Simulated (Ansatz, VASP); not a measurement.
Two plane-wave programs on Ta3W2

```
CELL_PARAMETERS angstrom
0.00000 2.32146 11.45795
1.62354 0.00000 11.45795
1.62354 2.32146 0.00000
ATOMIC_POSITIONS crystal
Ta 0.80229 0.80229 0.19771
Ta 0.19771 0.19771 0.80229
Ta 0.00000 0.00000 0.00000
W 0.59907 0.59907 0.40093
W 0.40093 0.40093 0.59907
```

Change from the starting cell: the structure that the rattled cell fell into.

Alike in both runs: task single point; functional PBE; k mesh 6 × 6 × 6; occupations gaussian, width 0.1 eV; no spin polarisation.

|  | VASP | Ansatz |
| --- | --- | --- |
| version | VASP 6.6.1 | Ansatz 0.2.0 |
| potentials or method | VASP PAW PBE potentials, release 64 (Ta_pv, W_sv), cutoff 520 eV | scalar-relativistic, plane waves, PAW |
| valence electrons in the cell | 61 | 67 |

```tsv
	VASP	Ansatz	Ansatz less VASP
gap on the k mesh at the Fermi level (eV)	none	none	-
pressure (GPa)	1.0	0.8	-0.24
traceless stress, the component that is largest in VASP (GPa)	0.70	0.74	+0.039
rms of the force components (eV/Å)	0.048	0.053	+0.0043
```

Atom by atom the forces differ by 0.004 eV/Å (rms over components). A gap of «none» marks a metal or a gap that the smearing closes. VASP's potentials hold 61 valence electrons a cell and Ansatz's 67, so a difference there can come from the potentials and not from the codes.

The k mesh is coarse, so the values compare programs but aren't converged. Spin-orbit coupling is off throughout.
